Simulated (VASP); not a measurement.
# AlN (P2_1) in VASP: a series of runs

AlN is run at these levels: LDA; tasks: single point.

All numbers are computed with VASP 6.6.1; they aren't measurements. Logs are shortened: lines on timing, memory, paths and dates and some standing lists are left out, and cuts for length are marked.

## 1. The cell of the first run

It takes space group P2_1 (No. 4, monoclinic). The conventional cell has a = 3.140 Å, b = 5.026 Å, c = 3.140 Å, α = 90.00°, β = 120.00°, γ = 90.00°. Within 2.5 Å of Al (site symmetry 1) lie 4 N at 1.90 to 1.93 Å. N (site symmetry 1) has 4 Al at 1.90 to 1.93 Å within 2.5 Å.

## 2. Single point, LDA

Input file INCAR:

```
SYSTEM = AlN
PREC = Accurate
ENCUT = 520
EDIFF = 1E-6
ISMEAR = 0
SIGMA = 0.05
LREAL = .False.
LASPH = .True.
NELM = 80
ALGO = Normal
ISIF = 2
LWAVE = .False.
LCHARG = .False.
NBANDS = 16
```

Input file KPOINTS:

```
regular mesh
0
Gamma
  9 9 6
  0 0 0
```

Input file POSCAR:

```
AlN
1.0
    3.1401951683      0.0000000000      0.0000000000
   -1.5700975842      2.7194887886      0.0000000000
    0.0000000000      0.0000000000      5.0261421483
Al N
2 2
Direct
    0.3054891404      0.6666666667      0.0015210182
    0.6945108596      0.3333333333      0.5015210182
    0.3581834940      0.6666666667      0.3834789818
    0.6418165060      0.3333333333      0.8834789818
```

Potentials or basis: VASP PAW LDA potentials, release 64 (Al, N).

Launch:

```console
cat potpaw_LDA.64/Al/POTCAR potpaw_LDA.64/N/POTCAR > POTCAR
mpirun -np 1 vasp_std > vasp.out
```

OUTCAR:

```text
SYSTEM = AlN
   PREC = Accurate
   ENCUT = 520
   EDIFF = 1E-6
   ISMEAR = 0
   LREAL = .False.
   LASPH = .True.
   NELM = 80
   ISIF = 2

 ion  position               nearest neighbor table
   1  0.305  0.667  0.002-   4 1.90   4 1.91   4 1.92   3 1.93   2 3.01   2 3.01   2 3.10   2 3.10
                             2 3.19   2 3.19
   2  0.695  0.333  0.502-   3 1.90   3 1.91   3 1.92   4 1.93   1 3.01   1 3.01   1 3.10   1 3.10
                             1 3.19   1 3.19
   3  0.358  0.667  0.383-   2 1.90   2 1.91   2 1.92   1 1.93
   4  0.642  0.333  0.883-   1 1.90   1 1.91   1 1.92   2 1.93

  LATTYP: Found a hexagonal cell.
 ALAT       =     3.1401951683
 C/A-ratio  =     1.6005827278

  Lattice vectors:

 A1 = (   3.1401951683,   0.0000000000,   0.0000000000)
 A2 = (  -1.5700975842,   2.7194887886,   0.0000000000)
 A3 = (   0.0000000000,   0.0000000000,   5.0261421483)

Analysis of symmetry for initial positions (statically):
=====================================================================
 Subroutine PRICEL returns:
 Original cell was already a primitive cell.

 Routine SETGRP: Setting up the symmetry group for a
 hexagonal supercell.

 Subroutine GETGRP returns: Found  2 space group operations
 (whereof  1 operations were pure point group operations)
 out of a pool of 24 trial point group operations.

The static configuration has the point symmetry C_1 .
 The point group associated with its full space group is C_2 .

Analysis of symmetry for dynamics (positions and initial velocities):
=====================================================================
 Subroutine PRICEL returns:
 Original cell was already a primitive cell.

 Routine SETGRP: Setting up the symmetry group for a
 hexagonal supercell.

 Subroutine GETGRP returns: Found  2 space group operations
 (whereof  1 operations were pure point group operations)
 out of a pool of 24 trial point group operations.

The dynamic configuration has the point symmetry C_1 .
 The point group associated with its full space group is C_2 .

 Subroutine INISYM returns: Found  2 space group operations
 (whereof  1 operations are pure point group operations),
 and found     1 'primitive' translations

----------------------------------------------------------------------------------------

                                     Primitive cell

  volume of cell :      42.9219

  direct lattice vectors                    reciprocal lattice vectors
     3.140195168  0.000000000  0.000000000     0.318451544  0.183858085  0.000000000
    -1.570097584  2.719488789  0.000000000     0.000000000  0.367716169  0.000000000
     0.000000000  0.000000000  5.026142148     0.000000000  0.000000000  0.198959753

  length of vectors
     3.140195168  3.140195168  5.026142148     0.367716169  0.367716169  0.198959753

  position of ions in fractional coordinates (direct lattice)
     0.305489140  0.666666667  0.001521018
     0.694510860  0.333333333  0.501521018
     0.358183494  0.666666667  0.383478982
     0.641816506  0.333333333  0.883478982

  ion indices of the primitive-cell ions
   primitive index   ion index
                 1           1
                 2           2
                 3           3
                 4           4

----------------------------------------------------------------------------------------

 KPOINTS: regular mesh

Automatic generation of k-mesh.
 Grid dimensions read from file:
 generate k-points for:    9    9    6

 Generating k-lattice:

  Cartesian coordinates                     Fractional coordinates (reciprocal lattice)
     0.035383505  0.020428676  0.000000000     0.111111111  0.000000000  0.000000000
     0.000000000  0.040857352  0.000000000     0.000000000  0.111111111  0.000000000
     0.000000000  0.000000000  0.033159959     0.000000000  0.000000000  0.166666667

  Length of vectors
     0.040857352  0.040857352  0.033159959

  Shift w.r.t. Gamma in fractional coordinates (k-lattice)
     0.000000000  0.000000000  0.000000000

 Subroutine IBZKPT returns following result:
 ===========================================

 Found    164 irreducible k-points:

 Following reciprocal coordinates:
            Coordinates               Weight
  0.000000  0.000000  0.000000      1.000000
  0.111111  0.000000  0.000000      2.000000
  0.000000  0.111111  0.000000      2.000000
 -0.111111  0.111111  0.000000      2.000000
  0.222222 -0.000000  0.000000      2.000000
  0.000000  0.222222  0.000000      2.000000
[... 16 lines left out ...]
  0.333333  0.111111  0.000000      2.000000
 -0.111111  0.444444  0.000000      2.000000
 [... further k-points ...]
   k-points           NKPTS =    164   k-points in BZ     NKDIM =    164   number of bands    NBANDS=     16
   number of dos      NEDOS =    301   number of ions     NIONS =      4
   total plane-waves  NPLWV =  23040
   dimension x,y,z NGX =    24 NGY =   24 NGZ =   40
   dimension x,y,z NGXF=    48 NGYF=   48 NGZF=   80
   ions per type =               2   2
   NGX,Y,Z   is equivalent  to a cutoff of  12.71, 12.71, 13.23 a.u.
   NGXF,Y,Z  is equivalent  to a cutoff of  25.41, 25.41, 26.46 a.u.
 SYSTEM =  AlN
   PREC   = accura    normal or accurate (medium, high low for compatibility)
   ISTART =      0    job   : 0-new  1-cont  2-samecut
   ICHARG =      2    charge: 1-file 2-atom 10-const
   ISPIN  =      1    spin polarized calculation?
   LNONCOLLINEAR =      F non collinear calculations
   LSORBIT =      F    spin-orbit coupling
   LASPH  =      T    aspherical Exc in radial PAW
   ENCUT  =  520.0 eV  38.22 Ry    6.18 a.u.   5.84  5.84  9.35*2*pi/ulx,y,z
   NELM   =     80;   NELMIN=  2; NELMDL= -5     # of ELM steps
   EDIFF  = 0.1E-05   stopping-criterion for ELM
   LREAL  =      F    real-space projection
   EDIFFG = 0.1E-04   stopping-criterion for IOM
   NSW    =      0    number of steps for IOM
   IBRION =     -1    ionic relax: 0-MD 1-quasi-New 2-CG
   NFREE  =      0    steps in history (QN), initial steepest desc. (CG)
   ISIF   =      2    stress and relaxation
   ISYM   =      2    0-nonsym 1-usesym 2-fastsym
   POTIM  = 0.5000    time-step for ionic-motion
   TEBEG  =    0.0;   TEEND  =   0.0 temperature during run
   PSTRESS=    0.0 pullay stress
   NELECT =      16.0000    total number of electrons
   NUPDOWN=      -1.0000    fix difference up-down
   EMIN   =  10.00;   EMAX   =-10.00  energy-range for DOS
   EFERMI =   0.00;   METHOD = LEGACY
   ISMEAR =     0;   SIGMA  =   0.05  broadening in eV -4-tet -1-fermi 0-gaus
   EFERMI_NEDOS =   21; number of points for ismear=-14 and -15
   IALGO  =     38    algorithm
   IMIX   =      4    mixing-type and parameters
     AMIX     =   0.40;   BMIX     =  1.00
     AMIX_MAG =   1.60;   BMIX_MAG =  1.00
  volume/ion in A,a.u.               =      10.73        72.41
  Fermi-wavevector in a.u.,A,eV,Ry     =   1.178208  2.226490 18.887252  1.388174
  Thomas-Fermi vector in A             =   2.314541
   LORBIT       =      0    0 simple, 1 ext, 2 COOP (PROOUT), +10 PAW based schemes
   GGA     = CA    functional components
   LHFCALC =     F    Hartree Fock is set to
   AEXX    =    0.0000 exact exchange contribution
   IVDW    =     0    specifies the selected vdW correction
   LEPSILON=     F    determine dielectric tensor
   LRPA    =     F    only Hartree local field effects (RPA)
 non-spin polarized calculation
 Gauss-broadening in eV      SIGMA  =   0.05
  energy-cutoff  :      520.00
  volume of cell :       42.92
 maximum number of plane-waves:      1182
   NGX = 11   NGY = 11   NGZ = 19

 number of electron      16.0000002 magnetization

 Free energy of the ion-electron system (eV)
  ---------------------------------------------------
  ext. energy  EPLUGINS =         0.00000000
  ---------------------------------------------------
  free energy    TOTEN  =       -32.72323463 eV

  energy without entropy =      -32.72323463  energy(sigma->0) =      -32.72323463

 E-fermi :   5.9260     XC(G=0): -11.1306

 val. band max:        5.6864624448   @ k =   0.0000   0.0000   0.0000
 cond. band min:       9.5852014376   @ k =   0.0000   0.0000   0.0000
 fundamental gap:      3.8987389929
 Fermi energy:         5.9259884124

 k-point     1 :       0.0000    0.0000    0.0000
  band No.  band energies     occupation
      1      -9.2285      2.00000
      2      -7.0875      2.00000
      3      -0.2817      2.00000
      4       4.7455      2.00000
      5       4.8140      2.00000
      6       5.2923      2.00000
[... 8 lines left out ...]
     15      18.2586      0.00000
     16      18.6412      0.00000

 k-point     2 :       0.1111    0.0000    0.0000
  band No.  band energies     occupation
      1      -9.0741      2.00000
      2      -6.9975      2.00000
      3      -0.0999      2.00000
      4       4.0522      2.00000
      5       4.5745      2.00000
      6       4.6835      2.00000
[... 8 lines left out ...]
     15      18.1321      0.00000
     16      18.4950      0.00000

 k-point     3 :       0.0000    0.1111    0.0000
  band No.  band energies     occupation
      1      -9.0734      2.00000
      2      -6.9998      2.00000
      3      -0.0982      2.00000
      4       4.0787      2.00000
      5       4.5778      2.00000
      6       4.7373      2.00000
[... 8 lines left out ...]
     15      18.0879      0.00000
     16      18.3823      0.00000

 k-point     4 :      -0.1111    0.1111    0.0000
  band No.  band energies     occupation
      1      -9.0727      2.00000
      2      -7.0017      2.00000
      3      -0.0967      2.00000
      4       4.0790      2.00000
      5       4.5926      2.00000
      6       4.8022      2.00000
[... 8 lines left out ...]
     15      18.1260      0.00000
     16      18.5243      0.00000

 k-point     5 :       0.2222   -0.0000    0.0000
  band No.  band energies     occupation
      1      -8.6362      2.00000
      2      -6.7681      2.00000
      3       0.4249      2.00000
      4       2.4986      2.00000
      5       3.5158      2.00000
      6       4.1904      2.00000
[... 8 lines left out ...]
     15      17.8216      0.00000
     16      18.0941      0.00000

 k-point     6 :       0.0000    0.2222    0.0000
  band No.  band energies     occupation
      1      -8.6327      2.00000
      2      -6.7794      2.00000
      3       0.4344      2.00000
      4       2.5927      2.00000
      5       3.4988      2.00000
      6       4.1918      2.00000
[... 8 lines left out ...]
     15      17.7749      0.00000
     16      18.3198      0.00000
[... 267 lines left out ...]
 k-point    21 :       0.1111    0.2222    0.0000
  band No.  band energies     occupation
      1      -8.2362      2.00000
      2      -6.6119      2.00000
      3       0.9266      2.00000
      4       1.8985      2.00000
      5       2.4584      2.00000
      6       3.9364      2.00000
[... 8 lines left out ...]
     15      18.2315      0.00000
     16      19.4050      0.00000

 k-point    22 :       0.3333   -0.1111    0.0000
  band No.  band energies     occupation
      1      -8.2354      2.00000
      2      -6.6107      2.00000
      3       0.9217      2.00000
      4       1.7885      2.00000
      5       2.6186      2.00000
      6       3.8714      2.00000
[... 8 lines left out ...]
     15      17.8149      0.00000
     16      19.0711      0.00000

 k-point    23 :       0.3333    0.1111    0.0000
  band No.  band energies     occupation
      1      -7.6114      2.00000
      2      -6.4542      2.00000
      3       0.5987      2.00000
      4       1.7694      2.00000
      5       1.9336      2.00000
      6       3.3456      2.00000
[... 8 lines left out ...]
     15      17.9612      0.00000
     16      19.9965      0.00000

 k-point    24 :      -0.1111    0.4444    0.0000
  band No.  band energies     occupation
      1      -7.5771      2.00000
      2      -6.5205      2.00000
      3       0.7861      2.00000
      4       1.8151      2.00000
      5       1.9391      2.00000
      6       3.2574      2.00000
[... 8 lines left out ...]
     15      17.6925      0.00000
     16      19.7945      0.00000

 [... further k-points ...]
[... 5 lines left out ...]
  --------------------------------------------------------------------------------------
  -------------------------------------------------------------------------------------
  Total       -2.6657045     -2.4697691     -2.2901577     -0.1113457      0.0000000      0.0000000
  in kB      -99.5047700    -92.1909434    -85.4864528     -4.1562860      0.0000000      0.0000000
  external PRESSURE =     -92.3940554 kB  Pullay stress =       0.0000000 kB

 VOLUME and BASIS-vectors are now :
 -----------------------------------------------------------------------------
  energy-cutoff  :      520.00
  volume of cell :       42.92
      direct lattice vectors                 reciprocal lattice vectors
     3.140195168  0.000000000  0.000000000     0.318451544  0.183858085  0.000000000
    -1.570097584  2.719488789  0.000000000     0.000000000  0.367716169  0.000000000
     0.000000000  0.000000000  5.026142148     0.000000000  0.000000000  0.198959753

 POSITION                                       TOTAL-FORCE (eV/Angst)
 -----------------------------------------------------------------------------------
     -0.08744      1.81299      0.00764         0.482169      0.032693      0.060627
      1.65753      0.90650      2.52072        -0.482169     -0.032693      0.060627
      0.07803      1.81299      1.92742        -0.252297      0.013388     -0.060627
      1.49206      0.90650      4.44049         0.252297     -0.013388     -0.060627
 -----------------------------------------------------------------------------------
    total drift:                               -0.000000      0.000000      0.000444

  FREE ENERGIE OF THE ION-ELECTRON SYSTEM (eV)
  ---------------------------------------------------
  free  energy   TOTEN  =       -32.7232346254 eV

  energy  without entropy=      -32.7232346254  energy(sigma->0) =      -32.72323463
```

Run time: 29 s. Hardware: 1 thread of Intel Xeon 6975P-C (Granite Rapids), shared host; peak memory 0.2 GiB.

What came out:

| Quantity | Value |
| --- | --- |
| Free energy | -32.7232 eV |
| Pressure | -9.2 GPa |
| Largest force | 0.487 eV/Å |
| Band gap on the k mesh | 3.90 eV, direct |

Forces on the atoms (eV/Å):
```
Al   0.482  0.033  0.061
Al  -0.482 -0.033  0.061
N   -0.252  0.013 -0.061
N    0.252 -0.013 -0.061
```

Stress tensor (GPa, compression positive):
```
-9.95 -0.42  0.00
-0.42 -9.22  0.00
 0.00  0.00 -8.55
```

## 3. Single point, LDA

This run uses another cell than the first one, of 11.00 Å³/atom, 1.025 times its volume.

Input file INCAR:

```
PREC     = Accurate       # precision mode
ENCUT    = 520            # plane-wave cutoff, eV
EDIFF    = 1E-6           # SCF threshold, eV
ISMEAR   = 0              # smearing method
SIGMA    = 0.05           # smearing width, eV
LREAL    = False          # projectors in reciprocal space
LASPH    = True           # aspherical terms in the spheres
NELM     = 60             # most SCF steps
ALGO     = Normal         # electronic algorithm
ISIF     = 2              # what is computed and relaxed
LWAVE    = False          # write WAVECAR
LCHARG   = False          # write CHGCAR
NBANDS   = 16             # bands
```

Input file KPOINTS:

```
regular mesh
0
Gamma
  9 9 6
```

Input file POSCAR:

```
AlN
1.0
    3.1658306752      0.0000000000      0.0000000000
   -1.5829153376      2.7416897888      0.0000000000
    0.0000000000      0.0000000000      5.0671738979
Al N
2 2
Direct
    0.3054891404      0.6666666667      0.0015210182
    0.6945108596      0.3333333333      0.5015210182
    0.3581834940      0.6666666667      0.3834789818
    0.6418165060      0.3333333333      0.8834789818
```

Potentials or basis: VASP PAW LDA potentials, release 64 (Al, N).

Launch:

```console
cat potpaw_LDA.64/Al/POTCAR potpaw_LDA.64/N/POTCAR > POTCAR
mpirun -np 1 vasp_std > vasp.out
```

Wall time 28 s (1 thread of Intel Xeon 6975P-C (Granite Rapids), shared host); peak memory 0.2 GiB.

The run converged. Its results:

```yaml
Free_energy: -32.6492 eV
Pressure: -13.3 GPa
Largest_force: 0.483 eV/Å
Band_gap_on_the_k_mesh: 3.69 eV, direct
```

Forces in eV/Å, atoms in the order of the input:
```
Al   0.478  0.032  0.064
Al  -0.478 -0.032  0.064
N   -0.265  0.013 -0.064
N    0.265 -0.013 -0.064
```

Stress tensor (GPa, compression positive):
```
-14.11  -0.48   0.00
 -0.48 -13.39   0.00
  0.00   0.00 -12.40
```

Levels at points of the mesh, in eV from the valence-band top:
```
           k point  band 6  band 7  band 8  band 9  band 10  band 11
(0.00, 0.00, 0.00)   -0.38   -0.14    0.00    3.69     6.04     9.89
(0.00, 0.00, 0.50)   -0.62   -0.55   -0.55    5.88     5.88     9.65
```

A k mesh can miss the band edges.
